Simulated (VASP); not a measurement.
# NaI (Fm-3m) in VASP: notebook

NaI is run at these levels: PBE; tasks: G0W0 quasiparticle levels.

All numbers are computed with VASP 6.6.1; they aren't measurements. Logs are shortened: lines on timing, memory, paths and dates and some standing lists are left out, and cuts for length are marked.

## (1) The cell of the first run

The structure is cubic, space group Fm-3m (No. 225). The conventional cell has a = 6.459 Å, b = 6.459 Å, c = 6.459 Å, α = 90.00°, β = 90.00°, γ = 90.00°. Na (site symmetry m-3m) has 6 I at 3.23 Å within 4.2 Å. I (site symmetry m-3m) has 6 Na at 3.23 Å within 4.2 Å.

## (2) G0W0 quasiparticle levels, PBE

Input file POSCAR:

```
NaI
1.0
    0.0000000000      3.2296282834      3.2296282834
    3.2296282834      0.0000000000      3.2296282834
    3.2296282834      3.2296282834      0.0000000000
Na I
1 1
Direct
    0.0000000000      0.0000000000      0.0000000000
    0.5000000000      0.5000000000      0.5000000000
```

Input file INCAR.step1:

```
SYSTEM = NaI
  PREC = Accurate
  ENCUT = 500
  EDIFF = 1E-8
  ISMEAR = 0
  SIGMA = 0.01
  LREAL = .False.
  LASPH = .True.
  NELM = 60
  ALGO = Normal
  LWAVE = .True.
  LCHARG = .False.
  GGA = PE
```

Input file INCAR.step2:

```
SYSTEM = NaI
  PREC = Accurate
  ENCUT = 500
  EDIFF = 1E-8
  ISMEAR = 0
  SIGMA = 0.01
  LREAL = .False.
  LASPH = .True.
  NELM = 1
  ALGO = Exact
  LWAVE = .True.
  LCHARG = .False.
  GGA = PE
  NBANDS = 261
  LOPTICS = .True.
  ISTART = 1
```

Input file INCAR.step3:

```
SYSTEM = NaI
  PREC = Accurate
  ENCUT = 500
  EDIFF = 1E-8
  ISMEAR = 0
  SIGMA = 0.01
  LREAL = .False.
  LASPH = .True.
  ALGO = EVGW0
  LWAVE = .False.
  LCHARG = .False.
  GGA = PE
  NELMGW = 1
  NBANDS = 261
  ENCUTGW = 140.0
  NOMEGA = 48
  PRECFOCK = Fast
  ISTART = 1
  NBANDSGW = 16
```

Input file KPOINTS:

```
regular mesh
0
Gamma
  4 4 4
  0 0 0
```

Potentials or basis: VASP PAW PBE potentials, release 64 (Na_sv_GW, I_GW).

Run with:

```sh
$ cat potpaw_PBE.64/Na_sv_GW/POTCAR potpaw_PBE.64/I_GW/POTCAR > POTCAR
$ cp INCAR.step1 INCAR
$ mpirun -np 1 vasp_std > vasp.out
$ cp INCAR.step2 INCAR
$ mpirun -np 1 vasp_std > vasp.out
$ cp INCAR.step3 INCAR
$ mpirun -np 1 vasp_std > vasp.out
```

OUTCAR:

```text
SYSTEM = NaI
   PREC = Accurate
   ENCUT = 500
   EDIFF = 1E-8
   ISMEAR = 0
   LREAL = .False.
   LASPH = .True.
   GGA = PE
   NELMGW = 1
   ENCUTGW = 140.0
   PRECFOCK = Fast
   ISTART = 1

 ion  position               nearest neighbor table
   1  0.000  0.000  0.000-
   2  0.500  0.500  0.500-

  LATTYP: Found a face centered cubic cell.
 ALAT       =     6.4592565668

  Lattice vectors:

 A1 = (   0.0000000000,   3.2296282834,   3.2296282834)
 A2 = (   3.2296282834,   0.0000000000,   3.2296282834)
 A3 = (   3.2296282834,   3.2296282834,   0.0000000000)

Analysis of symmetry for initial positions (statically):
=====================================================================
 Subroutine PRICEL returns:
 Original cell was already a primitive cell.

 Routine SETGRP: Setting up the symmetry group for a
 face centered cubic supercell.

 Subroutine GETGRP returns: Found 48 space group operations
 (whereof 48 operations were pure point group operations)
 out of a pool of 48 trial point group operations.

The static configuration has the point symmetry O_h .

Analysis of symmetry for dynamics (positions and initial velocities):
=====================================================================
 Subroutine PRICEL returns:
 Original cell was already a primitive cell.

 Routine SETGRP: Setting up the symmetry group for a
 face centered cubic supercell.

 Subroutine GETGRP returns: Found 48 space group operations
 (whereof 48 operations were pure point group operations)
 out of a pool of 48 trial point group operations.

The dynamic configuration has the point symmetry O_h .

 Subroutine INISYM returns: Found 48 space group operations
 (whereof 48 operations are pure point group operations),
 and found     1 'primitive' translations

----------------------------------------------------------------------------------------

                                     Primitive cell

  volume of cell :      67.3733

  direct lattice vectors                    reciprocal lattice vectors
     0.000000000  3.229628283  3.229628283    -0.154816578  0.154816578  0.154816578
     3.229628283  0.000000000  3.229628283     0.154816578 -0.154816578  0.154816578
     3.229628283  3.229628283  0.000000000     0.154816578  0.154816578 -0.154816578

  length of vectors
     4.567384120  4.567384120  4.567384120     0.268150179  0.268150179  0.268150179

  position of ions in fractional coordinates (direct lattice)
     0.000000000  0.000000000  0.000000000
     0.500000000  0.500000000  0.500000000

  ion indices of the primitive-cell ions
   primitive index   ion index
                 1           1
                 2           2

----------------------------------------------------------------------------------------

 KPOINTS: regular mesh

Automatic generation of k-mesh.
 Grid dimensions read from file:
 generate k-points for:    4    4    4

 Generating k-lattice:

  Cartesian coordinates                     Fractional coordinates (reciprocal lattice)
    -0.038704145  0.038704145  0.038704145     0.250000000  0.000000000  0.000000000
     0.038704145 -0.038704145  0.038704145     0.000000000  0.250000000  0.000000000
     0.038704145  0.038704145 -0.038704145     0.000000000  0.000000000  0.250000000

  Length of vectors
     0.067037545  0.067037545  0.067037545

  Shift w.r.t. Gamma in fractional coordinates (k-lattice)
     0.000000000  0.000000000  0.000000000

 Subroutine IBZKPT returns following result:
 ===========================================

 Found      8 irreducible k-points:

 Following reciprocal coordinates:
            Coordinates               Weight
  0.000000  0.000000  0.000000      1.000000
  0.250000  0.000000  0.000000      8.000000
  0.500000  0.000000  0.000000      4.000000
  0.250000  0.250000  0.000000      6.000000
  0.500000  0.250000  0.000000     24.000000
 -0.250000  0.250000  0.000000     12.000000
  0.500000  0.500000  0.000000      3.000000
 -0.250000  0.500000  0.250000      6.000000
   k-points           NKPTS =      8   k-points in BZ     NKDIM =     64   number of bands    NBANDS=    261
   number of dos      NEDOS =    301   number of ions     NIONS =      2
   total plane-waves  NPLWV =  46656
   dimension x,y,z NGX =    36 NGY =   36 NGZ =   36
   dimension x,y,z NGXF=    72 NGYF=   72 NGZF=   72
   ions per type =               1   1
   NGX,Y,Z   is equivalent  to a cutoff of  13.10, 13.10, 13.10 a.u.
   NGXF,Y,Z  is equivalent  to a cutoff of  26.21, 26.21, 26.21 a.u.
 SYSTEM =  NaI
   PREC   = accura    normal or accurate (medium, high low for compatibility)
   ISTART =      1    job   : 0-new  1-cont  2-samecut
   ICHARG =      0    charge: 1-file 2-atom 10-const
   ISPIN  =      1    spin polarized calculation?
   LNONCOLLINEAR =      F non collinear calculations
   LSORBIT =      F    spin-orbit coupling
   LASPH  =      T    aspherical Exc in radial PAW
   ENCUT  =  500.0 eV  36.75 Ry    6.06 a.u.   8.33  8.33  8.33*2*pi/ulx,y,z
   NELM   =     60;   NELMIN=  2; NELMDL=  0     # of ELM steps
   EDIFF  = 0.1E-07   stopping-criterion for ELM
   LREAL  =      F    real-space projection
   EDIFFG = 0.1E-06   stopping-criterion for IOM
   NSW    =      0    number of steps for IOM
   IBRION =     -1    ionic relax: 0-MD 1-quasi-New 2-CG
   NFREE  =      0    steps in history (QN), initial steepest desc. (CG)
   ISIF   =      0    stress and relaxation
   ISYM   =      3    0-nonsym 1-usesym 2-fastsym
   POTIM  = 0.5000    time-step for ionic-motion
   TEBEG  =    0.0;   TEEND  =   0.0 temperature during run
   PSTRESS=    0.0 pullay stress
   NELECT =      16.0000    total number of electrons
   NUPDOWN=      -1.0000    fix difference up-down
   EMIN   =  10.00;   EMAX   =-10.00  energy-range for DOS
   EFERMI =   0.00;   METHOD = LEGACY
   ISMEAR =     0;   SIGMA  =   0.01  broadening in eV -4-tet -1-fermi 0-gaus
   EFERMI_NEDOS =   21; number of points for ismear=-14 and -15
   IALGO  =     38    algorithm
   IMIX   =      4    mixing-type and parameters
     AMIX     =   0.40;   BMIX     =  1.00
     AMIX_MAG =   1.60;   BMIX_MAG =  1.00
  volume/ion in A,a.u.               =      33.69       227.33
  Fermi-wavevector in a.u.,A,eV,Ry     =   1.013800  1.915804 13.983938  1.027790
  Thomas-Fermi vector in A             =   2.146990
   LORBIT       =      0    0 simple, 1 ext, 2 COOP (PROOUT), +10 PAW based schemes
   GGA     = PE    functional components
   LHFCALC =     T    Hartree Fock is set to
   PRECFOCK=fast      Normal, Fast or Accurate (Low or Medium for compatibility)
   ENCUT4O =  -1.0   cutoff for four orbital integrals eV
   NKREDX  =     1    reduce k-point grid by
   NKREDY  =     1    reduce k-point grid by
   NKREDZ  =     1    reduce k-point grid by
   AEXX    =    1.0000 exact exchange contribution
   HFSCREEN=    0.0000 screening length (either q_TF or 0.3 A-1)
   HFSCREENC=   0.0000 screening length for correlation (either q_TF or 0.3 A-1)
   ENCUTFOCK=  -1.0 apply spherical cutoff to Coloumb kernel
   IVDW    =     0    specifies the selected vdW correction
   LEPSILON=     F    determine dielectric tensor
   LRPA    =     F    only Hartree local field effects (RPA)
   LRPAFORCE           =     F    calculate RPA forces
   ENCUTGW             = 140.0    cutoff for response function in eV
   ENCUTGWSOFT         = 112.0    soft cutoff for Coulomb kernel in GW response function in eV
   ENCUTLF             =  -1.0    cutoff for local field effects
   NELMGW              =     1    number of iterations in solving QP/BSE equation
   NELMHF              =     1    number of iterations in the inner HF iteration
   NKREDLFX            =     1    NKREDLFY  =   1   NKREDLFZ  =   1
 non-spin polarized calculation
 Gauss-broadening in eV      SIGMA  =   0.01
  energy-cutoff  :      500.00
  volume of cell :       67.37
 maximum number of plane-waves:      1724
 NGX is ok and might be reduce to    36
  NGX = 18; NGY = 18; NGZ = 18
   NGX = 17   NGY = 17   NGZ = 17
 maximum number of plane-waves:       266
 NGX is ok and might be reduce to    18

 QP shifts <psi_nk| G(iteration)W_0 |psi_nk>: iteration 1
 for sc-GW calculations column KS-energies equals QP-energies in previous step
 and V_xc(KS)=  KS-energies - (<T + V_ion + V_H > + <T+V_H+V_ion>^1  + <V_x>^1)

 k-point   1 :       0.0000    0.0000    0.0000
  band No.  KS-energies  QP-energies   sigma(KS)   V_xc(KS)     V^pw_x(r,r')   Z            occupation Imag(sigma)

      1     -49.6701     -58.3515     -40.9959     -29.2787     -49.1331       0.7409       2.0000       0.5586
      2     -21.6086     -26.9971     -35.2194     -28.3130     -41.3430       0.7802       2.0000       0.3344
      3     -21.6086     -26.9971     -35.2194     -28.3130     -41.3430       0.7802       2.0000       0.3344
      4     -21.6086     -26.9971     -35.2194     -28.3130     -41.3430       0.7802       2.0000       0.3344
      5     -10.2061     -11.6665     -13.9356     -11.9506     -18.9307       0.7357       2.0000       1.6172
      6       0.8259      -0.7060     -13.2403     -11.3010     -14.3158       0.7899       2.0000       0.1981
[... 8 lines left out ...]
     15      11.2668      11.5676      -5.1256      -5.5008      -1.2265       0.8019       0.0000      -0.4302
     16      12.3785      13.0971      -6.8303      -7.7401      -2.6478       0.7900       0.0000      -0.4945

 k-point   2 :       0.2500    0.0000    0.0000
  band No.  KS-energies  QP-energies   sigma(KS)   V_xc(KS)     V^pw_x(r,r')   Z            occupation Imag(sigma)

      1     -49.6702     -58.3218     -40.9958     -29.2788     -49.1332       0.7384       2.0000       0.5586
      2     -21.6114     -26.8885     -35.2086     -28.3007     -41.3313       0.7639       2.0000       0.3379
      3     -21.6090     -26.9831     -35.2163     -28.3123     -41.3398       0.7784       2.0000       0.3346
      4     -21.6090     -26.9831     -35.2163     -28.3123     -41.3398       0.7784       2.0000       0.3346
      5     -10.0531     -11.4952     -14.0521     -12.1054     -18.9958       0.7408       2.0000       1.5734
      6      -0.4771      -2.0943     -12.1679     -10.1014     -13.4901       0.7825       2.0000       0.2471
[... 8 lines left out ...]
     15      11.2718      11.9350      -6.2833      -7.1154      -2.2345       0.7971       0.0000      -0.4446
     16      14.4457      14.9605      -5.8421      -6.4808      -1.6288       0.8059       0.0000      -0.6088

 k-point   3 :       0.5000    0.0000    0.0000
  band No.  KS-energies  QP-energies   sigma(KS)   V_xc(KS)     V^pw_x(r,r')   Z            occupation Imag(sigma)

      1     -49.6700     -58.5007     -40.9951     -29.2790     -49.1326       0.7537       2.0000       0.5586
      2     -21.6140     -26.8625     -35.1955     -28.2886     -41.3174       0.7599       2.0000       0.3415
      3     -21.6089     -26.9938     -35.2158     -28.3118     -41.3394       0.7800       2.0000       0.3347
      4     -21.6089     -26.9938     -35.2158     -28.3118     -41.3394       0.7800       2.0000       0.3347
      5      -9.8872     -11.3025     -14.1905     -12.2873     -19.0757       0.7436       2.0000       1.5271
      6      -1.3751      -3.0955     -11.7851      -9.5569     -13.4023       0.7721       2.0000       0.3068
[... 8 lines left out ...]
     15      13.2633      14.1783      -7.6979      -8.8482      -3.5748       0.7954       0.0000      -0.4542
     16      13.5487      14.0910      -6.0622      -6.7422      -1.7721       0.7975       0.0000      -0.5833

 k-point   4 :       0.2500    0.2500    0.0000
  band No.  KS-energies  QP-energies   sigma(KS)   V_xc(KS)     V^pw_x(r,r')   Z            occupation Imag(sigma)

      1     -49.6701     -58.3527     -40.9956     -29.2788     -49.1330       0.7410       2.0000       0.5585
      2     -21.6100     -26.9715     -35.2129     -28.3074     -41.3361       0.7764       2.0000       0.3354
      3     -21.6100     -26.9715     -35.2129     -28.3074     -41.3361       0.7764       2.0000       0.3354
      4     -21.6100     -26.9715     -35.2129     -28.3074     -41.3361       0.7764       2.0000       0.3354
      5     -10.0083     -11.4415     -14.0746     -12.1412     -19.0024       0.7412       2.0000       1.5619
      6      -0.4068      -2.0208     -12.1934     -10.1330     -13.4966       0.7833       2.0000       0.2434
[... 8 lines left out ...]
     15      13.8437      14.5980      -6.7037      -7.6487      -2.4282       0.7982       0.0000      -0.5880
     16      13.8437      14.5980      -6.7037      -7.6487      -2.4282       0.7982       0.0000      -0.5880
[... 24 lines left out ...]
      1     -49.6701     -58.3797     -40.9955     -29.2789     -49.1330       0.7434       2.0000       0.5585
      2     -21.6107     -26.9196     -35.2097     -28.3044     -41.3326       0.7688       2.0000       0.3363
      3     -21.6107     -26.9196     -35.2097     -28.3044     -41.3326       0.7688       2.0000       0.3363
      4     -21.6107     -26.9196     -35.2097     -28.3044     -41.3326       0.7688       2.0000       0.3363
      5      -9.8975     -11.3101     -14.1662     -12.2622     -19.0555       0.7419       2.0000       1.5309
      6      -0.8688      -2.5377     -11.9911      -9.8502     -13.4404       0.7796       2.0000       0.2701
[... 8 lines left out ...]
     15      13.6870      14.3691      -6.4886      -7.3412      -2.2541       0.7999       0.0000      -0.5842
     16      14.0484      14.9824      -7.7307      -8.9008      -3.3709       0.7982       0.0000      -0.5722

 k-point   7 :       0.5000    0.5000    0.0000
  band No.  KS-energies  QP-energies   sigma(KS)   V_xc(KS)     V^pw_x(r,r')   Z            occupation Imag(sigma)

      1     -49.6700     -58.4806     -40.9945     -29.2790     -49.1320       0.7520       2.0000       0.5585
      2     -21.6127     -26.8851     -35.2008     -28.2960     -41.3228       0.7636       2.0000       0.3359
      3     -21.6104     -26.9223     -35.2100     -28.3060     -41.3329       0.7694       2.0000       0.3349
      4     -21.6104     -26.9223     -35.2100     -28.3060     -41.3329       0.7694       2.0000       0.3349
      5      -9.8089     -11.2183     -14.2004     -12.3266     -19.0556       0.7521       2.0000       1.5093
      6      -1.0964      -2.8215     -12.0364      -9.8041     -13.6168       0.7728       2.0000       0.2888
[... 8 lines left out ...]
     15      14.2808      15.2013      -7.7262      -8.8814      -3.4495       0.7969       0.0000      -0.5232
     16      14.2808      15.2013      -7.7262      -8.8814      -3.4495       0.7969       0.0000      -0.5232

 k-point   8 :      -0.2500    0.5000    0.2500
  band No.  KS-energies  QP-energies   sigma(KS)   V_xc(KS)     V^pw_x(r,r')   Z            occupation Imag(sigma)

      1     -49.6700     -58.5213     -40.9948     -29.2790     -49.1323       0.7555       2.0000       0.5585
      2     -21.6112     -26.8952     -35.2072     -28.3023     -41.3298       0.7653       2.0000       0.3358
      3     -21.6112     -26.8952     -35.2072     -28.3023     -41.3298       0.7653       2.0000       0.3358
      4     -21.6112     -26.8952     -35.2072     -28.3023     -41.3298       0.7653       2.0000       0.3358
      5      -9.8002     -11.2112     -14.2210     -12.3480     -19.0751       0.7533       2.0000       1.5064
      6      -0.5959      -2.2739     -12.2574     -10.1070     -13.6846       0.7803       2.0000       0.2590
[... 8 lines left out ...]
     15      13.6368      14.5672      -7.1764      -8.3355      -2.9730       0.8026       0.0000      -0.5120
     16      14.3851      15.3383      -7.8894      -9.0879      -3.5834       0.7953       0.0000      -0.5295
```

Wall time 6.6 min (1 thread of Intel Xeon 6975P-C, shared host); peak memory 0.83 GiB.

What came out:

```yaml
Band_gap_on_the_k_mesh_mean-field_level: 3.65 eV, direct
Quasiparticle_gap: 5.80 eV
Least_direct_quasiparticle_gap: 5.80 eV
```

Caveat: the k points lie up to 0.42 Å⁻¹ apart; bands, screening cutoff and mesh are small and nothing is extrapolated, so the quasiparticle values aren't converged; spin-orbit coupling is left out, which moves the levels of the heavy elements.

(Part 1 of 2 ends here.)
